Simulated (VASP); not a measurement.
WS2:

```
W S
1.0
     3.26189    0.00000    0.00000
    -1.63094    2.82488    0.00000
     0.00000    0.00000   13.67018
W S
2 4
Direct
  0.66667 0.33333 0.25000
  0.33333 0.66667 0.75000
  0.66667 0.33333 0.63308
  0.33333 0.66667 0.36692
  0.66667 0.33333 0.86692
  0.33333 0.66667 0.13308
```

```yaml
Program: VASP 6.6.1
Task: relaxation of cell and atoms
Functional: PBE
Dispersion: D3(BJ)
Potentials_or_basis: VASP PAW PBE potentials, release 64 (W_sv, S)
Cutoff: 600 eV
k_mesh: 12 × 12 × 2
Occupations: fermi-dirac, width 0.02 eV
Spin: no spin polarisation
```

At the start: pressure -10.6 GPa; volume 20.99 Å³/atom.

Q: Where does the relaxation end?

A: Over 31 steps the energy falls by 82.2 meV/atom and the volume is 17.44 Å³/atom (-16.9 %); space group P6_3/mmc (No. 194, to 0.1 Å) before and after.

Step by step:
```
step  energy change (eV)  largest force (eV/Å)  pressure (GPa)  volume (Å³)
   1              0.0000                0.9606          -10.55       125.96
   2              1.1930                4.3495           31.36       102.40
   3             -0.3341                0.3736           -1.06       117.71
   4             -0.3349                0.4326           -0.62       117.40
   5             -0.3349                0.4653           -0.38       117.23
   6             -0.3647                0.1796           -0.08       115.56
   7             -0.3649                0.1566           -0.06       115.42
   8             -0.3759                0.1055           -0.48       115.01
   9             -0.4037                0.0390           -1.65       113.75
  10             -0.4351                0.2979           -3.75       111.18
  11             -0.4374                0.2914           -3.70       111.03
  12             -0.4441                0.2725           -3.55       110.57
  13             -0.4563                0.2344           -3.22       109.66
  14             -0.4756                0.1566           -2.47       107.83
  15             -0.4844                0.0022           -0.61       104.19
  16             -0.4868                0.0518           -1.34       105.55
  17             -0.4870                0.0435           -1.24       105.34
  18             -0.4888                0.0212           -1.00       105.32
  19             -0.4920                0.0467           -0.25       105.26
  20             -0.4921                0.0671           -0.04       105.24
  21             -0.4924                0.0492           -0.10       105.23
  22             -0.4927                0.0006           -0.25       105.20
  23             -0.4929                0.0088           -0.10       105.08
  24             -0.4929                0.0156            0.01       105.00
  25             -0.4929                0.0155            0.00       104.98
  26             -0.4930                0.0136            0.00       104.92
  27             -0.4931                0.0115            0.02       104.81
  28             -0.4932                0.0060            0.03       104.58
  29             -0.4932                0.0073            0.03       104.63
  30             -0.4932                0.0206           -0.13       104.68
  31             -0.4932                0.0010           -0.01       104.64
```

Final structure:
```cif
data_structure
_symmetry_space_group_name_H-M 'P 1'
_symmetry_Int_Tables_number 1
_cell_length_a 3.1545
_cell_length_b 3.1545
_cell_length_c 12.1428
_cell_angle_alpha 90.000
_cell_angle_beta 90.000
_cell_angle_gamma 120.000
_cell_volume 104.64
loop_
_atom_site_label
_atom_site_type_symbol
_atom_site_fract_x
_atom_site_fract_y
_atom_site_fract_z
_atom_site_occupancy
W1 W 0.66667 0.33333 0.25000 1
W2 W 0.33333 0.66667 0.75000 1
S1 S 0.66667 0.33333 0.62033 1
S2 S 0.33333 0.66667 0.37967 1
S3 S 0.66667 0.33333 0.87967 1
S4 S 0.33333 0.66667 0.12033 1
```

Caveat: the volume moved by over 15 % at a fixed basis, so the end points are rough.
